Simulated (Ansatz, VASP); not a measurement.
## Two plane-wave programs on AgCl

```xyz
2
Lattice="3.6054 -0.7211 -0.7211 -0.7211 3.6054 -0.7211 -0.7211 -0.7211 3.6054" Properties=species:S:1:pos:R:3 pbc="T T T"
Ag    0.0000    0.0000    0.0000
Cl    1.0816    1.0816    1.0816
```

Alike in both runs: task single point; functional r2SCAN; k mesh 10 × 10 × 10; occupations gaussian, width 0.05 eV; no spin polarisation.

|  | VASP | Ansatz |
| --- | --- | --- |
| version | VASP 6.6.1 | Ansatz 0.2.0 |
| potentials or method | VASP PAW PBE potentials, release 64 (Ag, Cl), cutoff 520 eV | scalar-relativistic, plane waves, PAW |
| valence electrons in the cell | 18 | 26 |

```csv
,VASP,Ansatz,Ansatz less VASP
gap on the k mesh at the Fermi level (eV),3.30,3.31,+0.014
least direct gap on the mesh (eV),3.43,3.45,+0.018
```

VASP's potentials were made for PBE, not for r2SCAN. VASP's potentials hold 18 valence electrons a cell and Ansatz's 26, so a difference there can come from the potentials and not from the codes.
